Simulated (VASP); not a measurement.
Wanted: the native input for a VASP 6.6.1 run.

```
Task                   : relaxation of cell and atoms
Functional             : PBE
Potentials or basis    : VASP PAW PBE potentials, release 64 (Au)
Cutoff                 : 500 eV
k mesh                 : 8 × 8 × 8
Occupations            : gaussian, width 0.1 eV
Spin                   : no spin polarisation
Target pressure        : 11.4 GPa
Dipole correction      : no
Further INCAR settings : ALGO = Normal; EDIFF = 1e-07; IBRION = 2; EDIFFG = -0.05; NSW = 80; ISIF = 3
```

The structure of Au lies in POSCAR:

```
Au
1.0
    0.0000000000      2.0350000000      2.0350000000
    2.0350000000      0.0000000000      2.0350000000
    2.0350000000      2.0350000000      0.0000000000
Au
1
Direct
    0.0000000000      0.0000000000      0.0000000000
```

One way to write it, as run:

INCAR

```
SYSTEM = Au
ALGO = Normal ; EDIFF = 1E-7
EDIFFG = -0.05 ; ENCUT = 500
GGA = PE ; GGA_COMPAT = .False.
IBRION = 2 ; ISIF = 3
ISMEAR = 0 ; LASPH = .True.
LCHARG = .False. ; LREAL = .False.
LWAVE = .False. ; NELM = 120
NELMIN = 4 ; NSW = 80
PREC = Accurate ; PSTRESS = 114.0
SIGMA = 0.1
```

KPOINTS

```
k-points
0
Gamma
  8 8 8
  0 0 0
```

Potentials or basis: VASP PAW PBE potentials, release 64 (Au).

Run with:

```bash
$ cat potpaw_PBE.64/Au/POTCAR > POTCAR
$ mpirun -np 1 vasp_std > vasp.out
```

Results of the run:

The pressure after relaxing is 11.5 GPa. The band gap on the k mesh is zero (an odd number of electrons rules out a gap without spin polarisation).

Caveat: the cell is relaxed towards a set pressure, so the run minimises the enthalpy, not the energy; spin-orbit coupling is left out, which moves the levels of the heavy elements.

Run time: 4.6 s on 1 thread of Intel(R) Xeon(R) Platinum 8488C (Sapphire Rapids), on a shared host, peak memory 0.14 GiB.
